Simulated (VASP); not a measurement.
Input of a VASP 6.6.1 run:

INCAR

```
SYSTEM = SrO
PREC = Accurate ; ENCUT = 520
EDIFF = 1E-7 ; ISMEAR = -1
SIGMA = 0.02 ; LREAL = .FALSE.
LASPH = .TRUE. ; NELM = 100
ALGO = Normal ; ISIF = 2
LWAVE = .FALSE. ; LCHARG = .FALSE.
GGA = CA ; NBANDS = 15
```

KPOINTS

```
Automatic mesh
0
G
  8 8 8
  0 0 0
```

Contents of POSCAR:

```
SrO
1.0
    0.0513960000      2.5954980000      2.5954980000
    2.5954980000      0.0513960000      2.5954980000
    2.5954980000      2.5954980000      0.0513960000
Sr O
1 1
Direct
    0.0000000000      0.0000000000      0.0000000000
    0.5000000000      0.5000000000      0.5000000000
```

Potentials or basis: VASP PAW LDA potentials, release 64 (Sr_sv, O).

Launch:

```bash
$ cat potpaw_LDA.64/Sr_sv/POTCAR potpaw_LDA.64/O/POTCAR > POTCAR
$ mpirun -np 1 vasp_std > vasp.out
```

Q: What does it give for the pressure?

A: -3.5 GPa.

Q: Predict the band gap on the k mesh.

A: 3.07 eV, indirect (least direct gap 3.15 eV).

Stress tensor (GPa, compression positive):
```
-3.51 -1.19 -1.19
-1.19 -3.51 -1.19
-1.19 -1.19 -3.51
```

Caveat: the cell differs from its parent crystal (equal xy, yz and zx shear strains of +2 %). A k mesh can miss the band edges.
